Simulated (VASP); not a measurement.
The system is In.

```
CELL_PARAMETERS angstrom
-1.64822 1.69734 2.52498
1.69734 -1.64822 2.52498
1.60436 1.60436 -2.49270
ATOMIC_POSITIONS crystal
In 0.00000 0.00000 0.00000
```

Base run:

```yaml
Program: VASP 6.6.1
Functional: PBE
Potentials_or_basis: VASP PAW PBE potentials, release 64 (In_d)
Cutoff: 520 eV
k_mesh: 11 × 11 × 14
Occupations: gaussian, width 1 eV
Spin: no spin polarisation
```

Its results: pressure 0.6 GPa.

**Question.** The run is repeated on the same cell with these changes: occupations from gaussian, width 1 eV to methfessel-paxton, width 0.01 eV. What comes out?

**Answer.** Pressure -0.1 GPa.
